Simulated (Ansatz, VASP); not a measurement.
# Mg in VASP and in Ansatz

```xyz
1
Lattice="0.0000 2.2396 2.2396 2.2396 0.0000 2.2396 2.2396 2.2396 0.0000" Properties=species:S:1:pos:R:3 pbc="T T T"
Mg    0.0000    0.0000    0.0000
```

Alike in both runs: functional PBEsol; k mesh 10 × 10 × 10; occupations gaussian, width 0.1 eV; no spin polarisation.

Ansatz relaxed the structure, and its values are those at the end. VASP's run is a single point on that final structure, the one shown.

```csv
,VASP,Ansatz
version,VASP 6.6.1,Ansatz 0.2.0
potentials or method,"VASP PAW PBE potentials, release 64 (Mg), cutoff 520 eV","scalar-relativistic, plane waves, PAW"
valence electrons in the cell,2,10
```

```csv
,VASP,Ansatz,Ansatz less VASP
gap on the k mesh at the Fermi level (eV),none,none,-
pressure (GPa),0.3,0.3,+0.04
```

VASP's potentials were made for PBE, not for PBEsol. A gap of «none» marks a metal or a gap that the smearing closes. The functional is the same, so the differences come from potentials, cutoffs and numerics. VASP's potentials hold 2 valence electrons a cell and Ansatz's 10, so a difference there can come from the potentials and not from the codes.
